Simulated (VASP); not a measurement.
Write the native input for VASP 6.6.1 that does the following.

```
Task                   : single point
Functional             : LDA
Potentials or basis    : VASP PAW LDA potentials, release 64 (Na_pv, Ti_sv, O)
Cutoff                 : 520 eV
k mesh                 : 10 × 10 × 10
Occupations            : fermi-dirac, width 0.03 eV
Spin                   : collinear spin
Starting moments       : [0.0, 1.0, 0.0, 0.0] μB
Dipole correction      : no
Further INCAR settings : ALGO = Normal; EDIFF = 1e-07; NBANDS = 28
```

The structure of NaTiO2 lies in POSCAR:

```
NaTiO2
1.0
    1.3985956102      0.8074795521      5.0120298515
   -1.3985956102      0.8074795521      5.0120298515
    0.0000000000     -1.6149591041      5.0120298515
Na Ti O
1 1 2
Direct
    0.0000000000      0.0000000000      0.0000000000
    0.5000000000      0.5000000000      0.5000000000
    0.7638036100      0.7638036100      0.7638036100
    0.2361963900      0.2361963900      0.2361963900
```

The input as run:

INCAR

```
SYSTEM = NaTiO2
PREC     = Accurate       ! precision mode
ENCUT    = 520            ! plane-wave cutoff, eV
EDIFF    = 1E-7           ! SCF threshold, eV
ISMEAR   = -1             ! smearing method
SIGMA    = 0.03           ! smearing width, eV
LREAL    = .FALSE.        ! projectors in reciprocal space
LASPH    = .TRUE.         ! aspherical terms in the spheres
NELM     = 150            ! most SCF steps
ALGO     = Normal         ! electronic algorithm
ISIF     = 2              ! what is computed and relaxed
LWAVE    = .FALSE.        ! write WAVECAR
LCHARG   = .FALSE.        ! write CHGCAR
ISPIN    = 2              ! spin polarisation
MAGMOM   = 0 1 0 0        ! initial moments
LORBIT   = 11             ! projections on sites
LMAXMIX  = 4              ! l up to which the mixer works
GGA      = CA             ! functional
NBANDS   = 28             ! bands
```

KPOINTS

```
regular mesh
0
G
  10 10 10
  0 0 0
```

Potentials or basis: VASP PAW LDA potentials, release 64 (Na_pv, Ti_sv, O).

Launch:

```console
$ cat potpaw_LDA.64/Na_pv/POTCAR potpaw_LDA.64/Ti_sv/POTCAR potpaw_LDA.64/O/POTCAR > POTCAR
$ mpirun -np 1 vasp_std > vasp.out
```

It gave:

```yaml
Pressure: 45.6 GPa
Largest_force: 2.644 eV/Å
Net_moment: 0.00 μB per cell
Valence_electrons_inside_the_program's_atomic_spheres: Na 6.16; Ti 10.78; O 5.14
```

Caveat: the cell stands under pressure; forces of over 1 eV/Å act on the atoms, so gaps and moduli don't describe the material at rest.

It took 7.1 min on 1 thread of AMD EPYC 9R45 96-Core Processor (Zen 5), on a shared host, peak memory 0.3 GiB.
